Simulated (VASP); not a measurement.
Runs of VASP 6.6.1 on SiC. The structure is that of space group F-43m (No. 216), or close to it. The cells are those of the table. 

```tsv
level	cell	cutoff (eV)	gap on the mesh (eV)	pressure (GPa)
r2SCAN	a = 3.080 Å, angles 60.0°, 2 atoms	660	1.73	-0.4
PBE	a = 3.097 Å, angles 60.0°, 2 atoms	600	1.37	(b)
PBE	a = 3.158 Å, angles 60.0°, 2 atoms	600	1.42	-11.2
PBE	a = 3.066 Å, angles 60.0°, 2 atoms	600	1.34	6.7
r2SCAN	a = 3.049 Å, angles 60.0°, 2 atoms	660	1.71	7.0
r2SCAN	a = 3.141 Å, angles 60.0°, 2 atoms	660	1.76	-12.1
PBE	a = 3.034 Å, angles 60.0°, 2 atoms	600	1.31	14.6
r2SCAN	a = 3.017 Å, angles 60.0°, 2 atoms	660	1.68	15.4
PBE	a = 3.128 Å, angles 60.0°, 2 atoms	600	(c)	-6.1
r2SCAN	a = 3.111 Å, angles 60.0°, 2 atoms	660	1.74	(a)
```

Alike in all rows: task single point; potentials or basis VASP PAW PBE potentials, release 64 (Si, C); no spin polarisation; k mesh 8 × 8 × 8; smearing gaussian 0.01 eV.

Problem. Estimate the missing entries.

Solution. (a) -6.7; (b) -0.2; (c) 1.40.

Caveats: the PAW data sets were made with another functional, which shifts forces and pressure a little (at least some runs); the cell stands under tension (at least some runs); the cell stands under pressure (at least some runs).

A k mesh can miss the band edges.
